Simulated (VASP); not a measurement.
# NbAl2N3 (R-3m) in VASP: single point with PBE

Aim: the single point of NbAl2N3 with PBE.

Everything below comes from runs of VASP 6.6.1. Logs are shortened: lines on timing, memory, paths and dates and some standing lists are left out, and cuts for length are marked.

## 1. The cell of the first run

The structure is trigonal, space group R-3m (No. 166). The conventional cell has a = 5.629 Å, b = 5.629 Å, c = 7.867 Å, α = 90.00°, β = 90.00°, γ = 120.00°. Al (site symmetry 3m) has 3 N at 2.07 Å and 1 Nb at 2.59 Å and 1 Al at 2.68 Å within 2.7 Å. Nb (site symmetry -3m) has 6 N at 2.09 Å and 2 Al at 2.59 Å within 2.8 Å. N (site symmetry 2/m) has 2 Al at 2.07 Å and 2 Nb at 2.09 Å within 2.7 Å.

## 2. Single point, PBE

The input, INCAR:

```
SYSTEM = NbAl2N3
PREC = Accurate
ENCUT = 600
EDIFF = 1E-6
ISMEAR = 0
SIGMA = 0.15
LREAL = .False.
LASPH = .True.
NELM = 120
ALGO = Normal
ISIF = 2
LWAVE = .False.
LCHARG = .True.
GGA = PE
LELF = .True.
LVHAR = .True.
NBANDS = 26
GGA_COMPAT = .False.
```

The input, KPOINTS:

```
regular mesh
0
Gamma
  3 3 3
  0 0 0
```

The input, POSCAR:

```
NbAl2N3
1.0
    2.8145697657      1.6249926131      2.6224236328
   -2.8145697657      1.6249926131      2.6224236328
    0.0000000000     -3.2499852225      2.6224236351
Al Nb N
2 1 3
Direct
    0.6701636405      0.6701636405      0.6701636405
    0.3298363595      0.3298363595      0.3298363595
    0.0000000000      0.0000000000      0.0000000000
    0.0000000000      0.0000000000      0.5000000000
    0.5000000000      0.0000000000      0.0000000000
    0.0000000000      0.5000000000      0.0000000000
```

Potentials or basis: VASP PAW PBE potentials, release 64 (Al, Nb_sv, N).

Launch:

```console
cat potpaw_PBE.64/Al/POTCAR potpaw_PBE.64/Nb_sv/POTCAR potpaw_PBE.64/N/POTCAR > POTCAR
mpirun -np 1 vasp_std > vasp.out
```

OUTCAR:

```text
SYSTEM = NbAl2N3
   PREC = Accurate
   ENCUT = 600
   EDIFF = 1E-6
   ISMEAR = 0
   LREAL = .False.
   LASPH = .True.
   NELM = 120
   ISIF = 2
   GGA = PE

 ion  position               nearest neighbor table
   1  0.670  0.670  0.670-   4 2.07   5 2.07   6 2.07   3 2.59   2 2.68   2 3.25   2 3.25   2 3.25

   2  0.330  0.330  0.330-   4 2.07   5 2.07   6 2.07   3 2.59   1 2.68   1 3.25   1 3.25   1 3.25

   3  0.000  0.000  0.000-   4 2.09   4 2.09   6 2.09   5 2.09   6 2.09   5 2.09   1 2.59   2 2.59

   4  0.000  0.000  0.500-   1 2.07   2 2.07   3 2.09   3 2.09
   5  0.500  0.000  0.000-   1 2.07   2 2.07   3 2.09   3 2.09
   6  0.000  0.500  0.000-   1 2.07   2 2.07   3 2.09   3 2.09

  LATTYP: Found a trigonal (rhomboedric) cell.
 ALAT       =     4.1760638966
 COS(alpha) =     0.0915108146

  Lattice vectors:

 A1 = (   2.8145697657,   1.6249926131,   2.6224236328)
 A2 = (  -2.8145697657,   1.6249926131,   2.6224236328)
 A3 = (   0.0000000000,  -3.2499852225,   2.6224236351)

Analysis of symmetry for initial positions (statically):
=====================================================================
 Subroutine PRICEL returns:
 Original cell was already a primitive cell.

 Routine SETGRP: Setting up the symmetry group for a
 trigonal (rhombohedral) supercell.

 Subroutine GETGRP returns: Found 12 space group operations
 (whereof 12 operations were pure point group operations)
 out of a pool of 12 trial point group operations.

The static configuration has the point symmetry D_3d.

Analysis of symmetry for dynamics (positions and initial velocities):
=====================================================================
 Subroutine PRICEL returns:
 Original cell was already a primitive cell.

 Routine SETGRP: Setting up the symmetry group for a
 trigonal (rhombohedral) supercell.

 Subroutine GETGRP returns: Found 12 space group operations
 (whereof 12 operations were pure point group operations)
 out of a pool of 12 trial point group operations.

The dynamic configuration has the point symmetry D_3d.

 Subroutine INISYM returns: Found 12 space group operations
 (whereof 12 operations are pure point group operations),
 and found     1 'primitive' translations

----------------------------------------------------------------------------------------

                                     Primitive cell

  volume of cell :      71.9644

  direct lattice vectors                    reciprocal lattice vectors
     2.814569766  1.624992613  2.622423633     0.177647044  0.102564569  0.127108881
    -2.814569766  1.624992613  2.622423633    -0.177647044  0.102564569  0.127108881
     0.000000000 -3.249985222  2.622423635     0.000000000 -0.205129138  0.127108881

  length of vectors
     4.176063897  4.176063897  4.176063897     0.241318526  0.241318526  0.241318526

  position of ions in fractional coordinates (direct lattice)
     0.670163641  0.670163641  0.670163641
     0.329836359  0.329836359  0.329836359
     0.000000000  0.000000000  0.000000000
     0.000000000  0.000000000  0.500000000
     0.500000000  0.000000000  0.000000000
     0.000000000  0.500000000  0.000000000

  ion indices of the primitive-cell ions
   primitive index   ion index
                 1           1
                 2           2
                 3           3
                 4           4
                 5           5
                 6           6

----------------------------------------------------------------------------------------

 KPOINTS: regular mesh

Automatic generation of k-mesh.
 Grid dimensions read from file:
 generate k-points for:    3    3    3

 Generating k-lattice:

  Cartesian coordinates                     Fractional coordinates (reciprocal lattice)
     0.059215681  0.034188190  0.042369627     0.333333333  0.000000000  0.000000000
    -0.059215681  0.034188190  0.042369627     0.000000000  0.333333333  0.000000000
     0.000000000 -0.068376379  0.042369627     0.000000000  0.000000000  0.333333333

  Length of vectors
     0.080439509  0.080439509  0.080439509

  Shift w.r.t. Gamma in fractional coordinates (k-lattice)
     0.000000000  0.000000000  0.000000000

 Subroutine IBZKPT returns following result:
 ===========================================

 Found      6 irreducible k-points:

 Following reciprocal coordinates:
            Coordinates               Weight
  0.000000  0.000000  0.000000      1.000000
  0.333333 -0.000000 -0.000000      6.000000
  0.333333  0.333333 -0.000000      6.000000
 -0.333333  0.333333  0.000000      6.000000
  0.333333  0.333333  0.333333      2.000000
 -0.333333  0.333333  0.333333      6.000000
   k-points           NKPTS =      6   k-points in BZ     NKDIM =      6   number of bands    NBANDS=     26
   number of dos      NEDOS =    301   number of ions     NIONS =      6
   total plane-waves  NPLWV =  46656
   dimension x,y,z NGX =    36 NGY =   36 NGZ =   36
   dimension x,y,z NGXF=    72 NGYF=   72 NGZF=   72
   ions per type =               2   1   3
   NGX,Y,Z   is equivalent  to a cutoff of  14.33, 14.33, 14.33 a.u.
   NGXF,Y,Z  is equivalent  to a cutoff of  28.66, 28.66, 28.66 a.u.
 SYSTEM =  NbAl2N3
   PREC   = accura    normal or accurate (medium, high low for compatibility)
   ISTART =      0    job   : 0-new  1-cont  2-samecut
   ICHARG =      2    charge: 1-file 2-atom 10-const
   ISPIN  =      1    spin polarized calculation?
   LNONCOLLINEAR =      F non collinear calculations
   LSORBIT =      F    spin-orbit coupling
   LASPH  =      T    aspherical Exc in radial PAW
   ENCUT  =  600.0 eV  44.10 Ry    6.64 a.u.   8.34  8.34  8.34*2*pi/ulx,y,z
   NELM   =    120;   NELMIN=  2; NELMDL= -5     # of ELM steps
   EDIFF  = 0.1E-05   stopping-criterion for ELM
   LREAL  =      F    real-space projection
   EDIFFG = 0.1E-04   stopping-criterion for IOM
   NSW    =      0    number of steps for IOM
   IBRION =     -1    ionic relax: 0-MD 1-quasi-New 2-CG
   NFREE  =      0    steps in history (QN), initial steepest desc. (CG)
   ISIF   =      2    stress and relaxation
   ISYM   =      2    0-nonsym 1-usesym 2-fastsym
   POTIM  = 0.5000    time-step for ionic-motion
   TEBEG  =    0.0;   TEEND  =   0.0 temperature during run
   PSTRESS=    0.0 pullay stress
   NELECT =      34.0000    total number of electrons
   NUPDOWN=      -1.0000    fix difference up-down
   EMIN   =  10.00;   EMAX   =-10.00  energy-range for DOS
   EFERMI =   0.00;   METHOD = LEGACY
   ISMEAR =     0;   SIGMA  =   0.15  broadening in eV -4-tet -1-fermi 0-gaus
   EFERMI_NEDOS =   21; number of points for ismear=-14 and -15
   IALGO  =     38    algorithm
   IMIX   =      4    mixing-type and parameters
     AMIX     =   0.40;   BMIX     =  1.00
     AMIX_MAG =   1.60;   BMIX_MAG =  1.00
  volume/ion in A,a.u.               =      11.99        80.94
  Fermi-wavevector in a.u.,A,eV,Ry     =   1.275054  2.409503 22.119850  1.625763
  Thomas-Fermi vector in A             =   2.407788
   LORBIT       =      0    0 simple, 1 ext, 2 COOP (PROOUT), +10 PAW based schemes
   GGA     = PE    functional components
   LHFCALC =     F    Hartree Fock is set to
   AEXX    =    0.0000 exact exchange contribution
   IVDW    =     0    specifies the selected vdW correction
   LEPSILON=     F    determine dielectric tensor
   LRPA    =     F    only Hartree local field effects (RPA)
 non-spin polarized calculation
 Gauss-broadening in eV      SIGMA  =   0.15
  energy-cutoff  :      600.00
  volume of cell :       71.96
 maximum number of plane-waves:      2422
 NGX is ok and might be reduce to    36
   NGX = 17   NGY = 17   NGZ = 17

 number of electron      34.0000004 magnetization

 Free energy of the ion-electron system (eV)
  ---------------------------------------------------
  ext. energy  EPLUGINS =         0.00000000
  ---------------------------------------------------
  free energy    TOTEN  =       -44.49140737 eV

  energy without entropy =      -44.47293448  energy(sigma->0) =      -44.48217092

 E-fermi :   7.7586     XC(G=0): -11.2004

 val. band max:        7.5706233897   @ k =  -0.3333   0.3333   0.0000
 cond. band min:       7.8121779578   @ k =   0.0000   0.0000   0.0000
 fundamental gap:      0.2415545681
 Fermi energy:         7.7585944054

 k-point     1 :       0.0000    0.0000    0.0000
  band No.  band energies     occupation
      1     -47.6937      2.00000
      2     -23.9701      2.00000
      3     -23.7636      2.00000
      4     -23.7636      2.00000
      5      -7.8772      2.00000
      6      -6.1267      2.00000
[... 18 lines left out ...]
     25      13.8940      0.00000
     26      14.4556      0.00000

 k-point     2 :       0.3333   -0.0000   -0.0000
  band No.  band energies     occupation
      1     -47.6929      2.00000
      2     -23.9891      2.00000
      3     -23.7871      2.00000
      4     -23.7614      2.00000
      5      -7.3972      2.00000
      6      -6.0832      2.00000
[... 18 lines left out ...]
     25      13.8380      0.00000
     26      14.2064      0.00000

 k-point     3 :       0.3333    0.3333   -0.0000
  band No.  band energies     occupation
      1     -47.6921      2.00000
      2     -24.0048      2.00000
      3     -23.8007      2.00000
      4     -23.7710      2.00000
      5      -6.9345      2.00000
      6      -5.9811      2.00000
[... 18 lines left out ...]
     25      14.5797      0.00000
     26      16.2042      0.00000

 k-point     4 :      -0.3333    0.3333    0.0000
  band No.  band energies     occupation
      1     -47.6921      2.00000
      2     -24.0046      2.00000
      3     -23.8013      2.00000
      4     -23.7709      2.00000
      5      -6.8653      2.00000
      6      -5.9509      2.00000
[... 18 lines left out ...]
     25      14.6033      0.00000
     26      16.4163      0.00000

 k-point     5 :       0.3333    0.3333    0.3333
  band No.  band energies     occupation
      1     -47.6913      2.00000
      2     -24.0186      2.00000
      3     -23.7980      2.00000
      4     -23.7980      2.00000
      5      -6.4982      2.00000
      6      -5.5047      2.00000
[... 18 lines left out ...]
     25      15.7141      0.00000
     26      16.0955      0.00000

 k-point     6 :      -0.3333    0.3333    0.3333
  band No.  band energies     occupation
      1     -47.6913      2.00000
      2     -24.0181      2.00000
      3     -23.7988      2.00000
      4     -23.7981      2.00000
      5      -6.2081      2.00000
      6      -5.8875      2.00000
[... 18 lines left out ...]
     25      16.0162      0.00000
     26      16.3141      0.00000

------------------------ aborting loop because EDIFF is reached ----------------------------------------

  FORCE on cell =-STRESS in cart. coord.  units (eV):
  Direction    XX          YY          ZZ          XY          YZ          ZX
  --------------------------------------------------------------------------------------
  -------------------------------------------------------------------------------------
  Total        0.1239268      0.1239268     -0.2810720      0.0000000     -0.0000000      0.0000000
  in kB        2.7590413      2.7590413     -6.2576406      0.0000000     -0.0000000      0.0000000
  external PRESSURE =      -0.2465193 kB  Pullay stress =       0.0000000 kB

 VOLUME and BASIS-vectors are now :
 -----------------------------------------------------------------------------
  energy-cutoff  :      600.00
  volume of cell :       71.96
      direct lattice vectors                 reciprocal lattice vectors
     2.814569766  1.624992613  2.622423633     0.177647044  0.102564569  0.127108881
    -2.814569766  1.624992613  2.622423633    -0.177647044  0.102564569  0.127108881
     0.000000000 -3.249985222  2.622423635     0.000000000 -0.205129138  0.127108881

 POSITION                                       TOTAL-FORCE (eV/Angst)
 -----------------------------------------------------------------------------------
      0.00000      0.00000      5.27236         0.000000      0.000000      0.023687
      0.00000      0.00000      2.59491         0.000000     -0.000000     -0.023687
      0.00000      0.00000      0.00000         0.000000     -0.000000      0.000000
      0.00000     -1.62499      1.31121         0.000000     -0.000000      0.000000
      1.40728      0.81250      1.31121         0.000000     -0.000000      0.000000
     -1.40728      0.81250      1.31121        -0.000000     -0.000000      0.000000
 -----------------------------------------------------------------------------------
    total drift:                                0.000000      0.000000     -0.000000

  FREE ENERGIE OF THE ION-ELECTRON SYSTEM (eV)
  ---------------------------------------------------
  free  energy   TOTEN  =       -44.4914073651 eV

  energy  without entropy=      -44.4729344773  energy(sigma->0) =      -44.48217092
```

Wall time 8.6 s (1 thread of Intel Xeon 6975P-C (Granite Rapids), shared host); peak memory 0.2 GiB.

Results:

* Free energy: -44.4914 eV
* Pressure: 0.0 GPa
* Largest force: 0.024 eV/Å
* Band gap on the k mesh: zero (band 17 reaches 7.88 eV, above the bottom of band 18 at 7.29 eV)

Forces in eV/Å, atoms in the order of the input:
```
Al   0.000  0.000  0.024
Al   0.000  0.000 -0.024
Nb   0.000  0.000  0.000
N    0.000  0.000  0.000
N    0.000  0.000  0.000
N    0.000  0.000  0.000
```

Caveat: the k points lie up to 0.51 Å⁻¹ apart.
